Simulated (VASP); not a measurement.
# Ni (Fm-3m) in VASP: single point with PBE

Aim: the single point of Ni with PBE.

All numbers are computed with VASP 6.6.1; they aren't measurements. Logs are shortened: lines on timing, memory, paths and dates and some standing lists are left out, and cuts for length are marked.

## (1) The cell of the first run

Symmetry: Fm-3m, No. 225, cubic system. The conventional cell has a = 3.534 Å, b = 3.534 Å, c = 3.534 Å, α = 90.00°, β = 90.00°, γ = 90.00°. Within 3.3 Å of Ni (site symmetry m-3m) lie 12 Ni at 2.50 Å.

## (2) Single point, PBE, collinear spin, ferromagnetic start

Contents of INCAR:

```
SYSTEM = Ni
  PREC = Accurate
  ENCUT = 520
  EDIFF = 1E-6
  ISMEAR = -1
  SIGMA = 0.1
  LREAL = .FALSE.
  LASPH = .TRUE.
  NELM = 150
  ALGO = Normal
  ISIF = 2
  LWAVE = .FALSE.
  LCHARG = .FALSE.
  ISPIN = 2
  MAGMOM = 2 2
  LORBIT = 11
  LMAXMIX = 4
  GGA = PE
  NBANDS = 21
  ISYM = 0
```

Contents of KPOINTS:

```
regular mesh
0
G
  13 8 11
  0 0 0
```

Contents of POSCAR:

```
Ni
1.0
    0.0000000000     -1.7671500000     -1.7671500000
   -3.5343000000     -1.7671500000     -1.7671500000
    0.0000000000      1.7671500000     -1.7671500000
Ni
2
Direct
    0.0000000000      0.0000000000      0.0000000000
    0.0000000000      0.5000000000      0.5000000000
```

Potentials or basis: VASP PAW PBE potentials, release 64 (Ni).

On the command line:

```sh
$ cat potpaw_PBE.64/Ni/POTCAR > POTCAR
$ mpirun -np 1 vasp_std > vasp.out
```

OUTCAR:

```text
SYSTEM = Ni
   PREC = Accurate
   ENCUT = 520
   EDIFF = 1E-6
   ISMEAR = -1
   LREAL = .FALSE.
   LASPH = .TRUE.
   NELM = 150
   ISIF = 2
   ISPIN = 2
   LORBIT = 11
   GGA = PE
   ISYM = 0

 ion  position               nearest neighbor table
   1  0.000  0.000  0.000-   2 2.50   2 2.50   2 2.50   2 2.50   2 2.50   2 2.50   2 2.50   2 2.50

   2  0.000  0.500  0.500-   1 2.50   1 2.50   1 2.50   1 2.50   1 2.50   1 2.50   1 2.50   1 2.50

IMPORTANT INFORMATION: All symmetrisations will be switched off!
NOSYMM: (Re-)initialisation of all symmetry stuff for point group C_1.

----------------------------------------------------------------------------------------

                                     Primitive cell

  volume of cell :      22.0740

  direct lattice vectors                    reciprocal lattice vectors
     0.000000000 -1.767150000 -1.767150000     0.282941459 -0.282941459 -0.282941459
    -3.534300000 -1.767150000 -1.767150000    -0.282941459  0.000000000  0.000000000
     0.000000000  1.767150000 -1.767150000     0.000000000  0.282941459 -0.282941459

  length of vectors
     2.499127497  4.328615799  2.499127497     0.490068983  0.282941459  0.400139649

  position of ions in fractional coordinates (direct lattice)
     0.000000000  0.000000000  0.000000000
     0.000000000  0.500000000  0.500000000

  ion indices of the primitive-cell ions
   primitive index   ion index
                 1           1
                 2           2

----------------------------------------------------------------------------------------

 KPOINTS: regular mesh

Automatic generation of k-mesh.
 Grid dimensions read from file:
 generate k-points for:   13    8   11

 Generating k-lattice:

  Cartesian coordinates                     Fractional coordinates (reciprocal lattice)
     0.021764728 -0.021764728 -0.021764728     0.076923077  0.000000000  0.000000000
    -0.035367682  0.000000000  0.000000000     0.000000000  0.125000000  0.000000000
     0.000000000  0.025721951 -0.025721951     0.000000000  0.000000000  0.090909091

  Length of vectors
     0.037697614  0.035367682  0.036376332

  Shift w.r.t. Gamma in fractional coordinates (k-lattice)
     0.000000000  0.000000000  0.000000000

 -----------------------------------------------------------------------------
|                                                                             |
|           W    W    AA    RRRRR   N    N  II  N    N   GGGG   !!!           |
|           W    W   A  A   R    R  NN   N  II  NN   N  G    G  !!!           |
|           W    W  A    A  R    R  N N  N  II  N N  N  G       !!!           |
|           W WW W  AAAAAA  RRRRR   N  N N  II  N  N N  G  GGG   !            |
|           WW  WW  A    A  R   R   N   NN  II  N   NN  G    G                |
|           W    W  A    A  R    R  N    N  II  N    N   GGGG   !!!           |
|                                                                             |
|     Your reciprocal lattice and k-lattice belong to different lattice       |
|     classes:                                                                |
|                                                                             |
|        The reciprocal lattice is simple tetragonal,                         |
|        whereas your k-lattice is simple monoclinic.                         |
|                                                                             |
|     Results are often still useful ...                                      |
|                                                                             |
 -----------------------------------------------------------------------------

 WARNING: IBZKPT: internal override: KBLOWUP is changed to .FALSE.
      ... skipping the blow-up phase ...

 Subroutine IBZKPT returns following result:
 ===========================================

 Found    573 irreducible k-points:

 Following reciprocal coordinates:
            Coordinates               Weight
  0.000000  0.000000  0.000000      1.000000
  0.076923  0.000000  0.000000      2.000000
  0.153846  0.000000  0.000000      2.000000
  0.230769  0.000000  0.000000      2.000000
  0.307692  0.000000  0.000000      2.000000
  0.384615  0.000000  0.000000      2.000000
[... 16 lines left out ...]
  0.153846  0.250000  0.000000      2.000000
  0.230769  0.250000  0.000000      2.000000
 [... further k-points ...]
   k-points           NKPTS =    573   k-points in BZ     NKDIM =    573   number of bands    NBANDS=     21
   number of dos      NEDOS =    301   number of ions     NIONS =      2
   total plane-waves  NPLWV =  12800
   dimension x,y,z NGX =    20 NGY =   32 NGZ =   20
   dimension x,y,z NGXF=    40 NGYF=   64 NGZF=   40
   ions per type =               2
   NGX,Y,Z   is equivalent  to a cutoff of  13.30, 12.29, 13.30 a.u.
   NGXF,Y,Z  is equivalent  to a cutoff of  26.61, 24.58, 26.61 a.u.
 SYSTEM =  Ni
   PREC   = accura    normal or accurate (medium, high low for compatibility)
   ISTART =      0    job   : 0-new  1-cont  2-samecut
   ICHARG =      2    charge: 1-file 2-atom 10-const
   ISPIN  =      2    spin polarized calculation?
   LNONCOLLINEAR =      F non collinear calculations
   LSORBIT =      F    spin-orbit coupling
   LASPH  =      T    aspherical Exc in radial PAW
   ENCUT  =  520.0 eV  38.22 Ry    6.18 a.u.   4.65  8.05  4.65*2*pi/ulx,y,z
   NELM   =    150;   NELMIN=  2; NELMDL= -5     # of ELM steps
   EDIFF  = 0.1E-05   stopping-criterion for ELM
   LREAL  =      F    real-space projection
   EDIFFG = 0.1E-04   stopping-criterion for IOM
   NSW    =      0    number of steps for IOM
   IBRION =     -1    ionic relax: 0-MD 1-quasi-New 2-CG
   NFREE  =      0    steps in history (QN), initial steepest desc. (CG)
   ISIF   =      2    stress and relaxation
   ISYM   =      0    0-nonsym 1-usesym 2-fastsym
   POTIM  = 0.5000    time-step for ionic-motion
   TEBEG  =    0.0;   TEEND  =   0.0 temperature during run
   PSTRESS=    0.0 pullay stress
   NELECT =      20.0000    total number of electrons
   NUPDOWN=      -1.0000    fix difference up-down
   EMIN   =  10.00;   EMAX   =-10.00  energy-range for DOS
   EFERMI =   0.00;   METHOD = LEGACY
   ISMEAR =    -1;   SIGMA  =   0.10  broadening in eV -4-tet -1-fermi 0-gaus
   EFERMI_NEDOS =   21; number of points for ismear=-14 and -15
   IALGO  =     38    algorithm
   IMIX   =      4    mixing-type and parameters
     AMIX     =   0.40;   BMIX     =  1.00
     AMIX_MAG =   1.60;   BMIX_MAG =  1.00
  volume/ion in A,a.u.               =      11.04        74.48
  Fermi-wavevector in a.u.,A,eV,Ry     =   1.584132  2.993576 34.143477  2.509475
  Thomas-Fermi vector in A             =   2.683797
   LORBIT       =     11    0 simple, 1 ext, 2 COOP (PROOUT), +10 PAW based schemes
   GGA     = PE    functional components
   LHFCALC =     F    Hartree Fock is set to
   AEXX    =    0.0000 exact exchange contribution
   IVDW    =     0    specifies the selected vdW correction
   LEPSILON=     F    determine dielectric tensor
   LRPA    =     F    only Hartree local field effects (RPA)
 spin polarized calculation
  energy-cutoff  :      520.00
  volume of cell :       22.07
 maximum number of plane-waves:       613
   NGX =  9   NGY = 17   NGZ =  9

 number of electron      19.9999988 magnetization       1.2284288

 Free energy of the ion-electron system (eV)
  ---------------------------------------------------
  ext. energy  EPLUGINS =         0.00000000
  ---------------------------------------------------
  free energy    TOTEN  =       -10.99526867 eV

  energy without entropy =      -10.88629959  energy(sigma->0) =      -10.94078413

 E-fermi :   9.1614     XC(G=0): -13.1713

 val. band max:        9.1611611011   @ k =   0.3846  -0.3750   0.2727
 cond. band min:       9.1622004063   @ k =  -0.2308  -0.3750   0.3636
 fundamental gap:      0.0010393052
 Fermi energy:         9.1614248124

 spin component 1

 k-point     1 :       0.0000    0.0000    0.0000
  band No.  band energies     occupation
      1       0.2630      1.00000
      2       4.6118      1.00000
      3       5.0675      1.00000
      4       6.7918      1.00000
      5       6.7920      1.00000
      6       6.7932      1.00000
[... 13 lines left out ...]
     20      36.5222      0.00000
     21      36.5225      0.00000

 k-point     2 :       0.0769    0.0000    0.0000
  band No.  band energies     occupation
      1       0.4916      1.00000
      2       4.6964      1.00000
      3       5.1401      1.00000
      4       6.7349      1.00000
      5       6.8412      1.00000
      6       6.8428      1.00000
[... 13 lines left out ...]
     20      36.0071      0.00000
     21      36.0071      0.00000

 k-point     3 :       0.1538    0.0000    0.0000
  band No.  band energies     occupation
      1       1.1576      1.00000
      2       4.9269      1.00000
      3       5.3448      1.00000
      4       6.5962      1.00000
      5       6.9520      1.00000
      6       6.9539      1.00000
[... 13 lines left out ...]
     20      35.1772      0.00000
     21      36.1520      0.00000
[... 457 lines left out ...]
 k-point    23 :       0.1538    0.2500    0.0000
  band No.  band energies     occupation
      1       0.9807      1.00000
      2       4.9177      1.00000
      3       5.2941      1.00000
      4       6.6230      1.00000
      5       6.9283      1.00000
      6       6.9375      1.00000
[... 13 lines left out ...]
     20      36.0473      0.00000
     21      36.2538      0.00000

 k-point    24 :       0.2308    0.2500    0.0000
  band No.  band energies     occupation
      1       1.5929      1.00000
      2       5.2047      1.00000
      3       5.4762      1.00000
      4       6.4731      1.00000
      5       7.0191      1.00000
      6       7.0572      1.00000
[... 13 lines left out ...]
     20      37.9223      0.00000
     21      38.1954      0.00000

 [... further k-points ...]

 spin component 2

 k-point     1 :       0.0000    0.0000    0.0000
  band No.  band energies     occupation
      1       0.2298      1.00000
      2       4.9603      1.00000
      3       5.6622      1.00000
      4       7.5189      1.00000
      5       7.5199      1.00000
      6       7.5209      1.00000
[... 13 lines left out ...]
     20      36.5102      0.00000
     21      36.5108      0.00000

 k-point     2 :       0.0769    0.0000    0.0000
  band No.  band energies     occupation
      1       0.4586      1.00000
      2       5.0420      1.00000
      3       5.7352      1.00000
      4       7.4550      1.00000
      5       7.5700      1.00000
      6       7.5721      1.00000
[... 13 lines left out ...]
     20      36.0298      0.00000
     21      36.0299      0.00000

 k-point     3 :       0.1538    0.0000    0.0000
  band No.  band energies     occupation
      1       1.1273      1.00000
      2       5.2694      1.00000
      3       5.9309      1.00000
      4       7.2925      1.00000
      5       7.6760      1.00000
      6       7.6785      1.00000
[... 13 lines left out ...]
     20      35.2376      0.00000
     21      36.2477      0.00000
[... 457 lines left out ...]
 k-point    23 :       0.1538    0.2500    0.0000
  band No.  band energies     occupation
      1       0.9492      1.00000
      2       5.2754      1.00000
      3       5.8792      1.00000
      4       7.3256      1.00000
      5       7.6600      1.00000
      6       7.6610      1.00000
[... 13 lines left out ...]
     20      36.1442      0.00000
     21      36.2919      0.00000

 k-point    24 :       0.2308    0.2500    0.0000
  band No.  band energies     occupation
      1       1.5650      1.00000
      2       5.6081      1.00000
      3       6.0224      1.00000
      4       7.1615      1.00000
      5       7.7138      1.00000
      6       7.7999      1.00000
[... 13 lines left out ...]
     20      37.8871      0.00000
     21      38.1672      0.00000

 [... further k-points ...]

------------------------ aborting loop because EDIFF is reached ----------------------------------------

  FORCE on cell =-STRESS in cart. coord.  units (eV):
  Direction    XX          YY          ZZ          XY          YZ          ZX
  --------------------------------------------------------------------------------------
  -------------------------------------------------------------------------------------
  Total       -0.3160989     -0.3302260     -0.3302288     -0.0016317     -0.0005735     -0.0016320
  in kB      -22.9431686    -23.9685436    -23.9687465     -0.1184289     -0.0416281     -0.1184568
  external PRESSURE =     -23.6268196 kB  Pullay stress =       0.0000000 kB

 VOLUME and BASIS-vectors are now :
 -----------------------------------------------------------------------------
  energy-cutoff  :      520.00
  volume of cell :       22.07
      direct lattice vectors                 reciprocal lattice vectors
     0.000000000 -1.767150000 -1.767150000     0.282941459 -0.282941459 -0.282941459
    -3.534300000 -1.767150000 -1.767150000    -0.282941459  0.000000000  0.000000000
     0.000000000  1.767150000 -1.767150000     0.000000000  0.282941459 -0.282941459

 POSITION                                       TOTAL-FORCE (eV/Angst)
 -----------------------------------------------------------------------------------
      0.00000      0.00000      0.00000         0.000000     -0.000000      0.000000
     -1.76715      0.00000     -1.76715        -0.000000      0.000000     -0.000000
 -----------------------------------------------------------------------------------
    total drift:                                0.000000     -0.000001     -0.000000

  FREE ENERGIE OF THE ION-ELECTRON SYSTEM (eV)
  ---------------------------------------------------
  free  energy   TOTEN  =       -10.9952686681 eV

  energy  without entropy=      -10.8862995914  energy(sigma->0) =      -10.94078413

 total charge

# of ion       s       p       d       tot
------------------------------------------
    1        0.491   0.485   8.308   9.285
    2        0.491   0.485   8.308   9.285
--------------------------------------------------
tot          0.983   0.971  16.616  18.570

 magnetization (x)

# of ion       s       p       d       tot
------------------------------------------
    1       -0.006  -0.024   0.657   0.627
    2       -0.006  -0.024   0.657   0.627
--------------------------------------------------
tot         -0.013  -0.047   1.314   1.254
```

Wall time 3.8 min (1 thread of Intel Xeon 6975P-C (Granite Rapids), shared host); peak memory 0.44 GiB.

Results:

```yaml
Free_energy: -10.9953 eV
Pressure: -2.4 GPa
Net_moment: 1.23 μB per cell
Site_moments: Ni +0.63 μB
Valence_electrons_inside_the_program's_atomic_spheres: Ni 9.29
```

Stress tensor (GPa, compression positive):
```
-2.29 -0.01 -0.01
-0.01 -2.40  0.00
-0.01  0.00 -2.40
```

Levels at points of the mesh, in eV from the Fermi level:
Spin up:
```csv
k point,band 7,band 8,band 9,band 10,band 11,band 12,band 13,band 14,band 15,band 16
"(0.00, 0.00, 0.00)",-1.23,-1.23,-0.54,-0.45,-0.45,2.45,9.11,14.70,14.70,19.57
"(0.00, 0.50, 0.00)",-1.55,-1.55,-1.55,-1.55,-0.89,-0.89,19.09,19.09,19.09,19.09
```
Spin down:
| k point | band 8 | band 9 | band 10 | band 11 | band 12 | band 13 |
| --- | --- | --- | --- | --- | --- | --- |
| (0.00, 0.00, 0.00) | -0.64 | 0.08 | 0.38 | 0.38 | 2.41 | 9.35 |
| (0.00, 0.50, 0.00) | -0.79 | -0.79 | -0.79 | -0.29 | -0.29 | 19.16 |
